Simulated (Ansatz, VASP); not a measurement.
## Cd2InGaO4 in VASP and in Ansatz

```
Cd In Ga O
1.0
     4.19300    0.00000    0.00000
     0.00000    4.19300    0.00000
     0.00000    0.00000    6.36410
Cd In Ga O
2 1 1 4
Cartesian
  2.0965 2.0965 1.6412
  2.0965 2.0965 4.7229
  0.0000 0.0000 0.0000
  0.0000 0.0000 3.1821
  2.0965 0.0000 0.0000
  0.0000 2.0965 0.0000
  2.0965 0.0000 3.1821
  0.0000 2.0965 3.1821
```

Alike in both runs: functional PBE; k mesh 10 × 10 × 6; occupations gaussian, width 0.1 eV; no spin polarisation.

Ansatz relaxed the structure, and its values are those at the end. VASP's run is a single point on that final structure, the one shown.

|  | VASP | Ansatz |
| --- | --- | --- |
| version | VASP 6.6.1 | Ansatz 0.2.0 |
| potentials or method | VASP PAW PBE potentials, release 64 (Cd_sv_GW, In_d, Ga_d, O), cutoff 700 eV | scalar-relativistic, plane waves, PAW |
| valence electrons in the cell | 90 | 90 |

```tsv
	VASP	Ansatz	Ansatz less VASP
gap on the k mesh at the Fermi level (eV)	none	none	-
pressure (GPa)	0.1	0.0	-0.09
```

A gap of «none» marks a metal or a gap that the smearing closes.
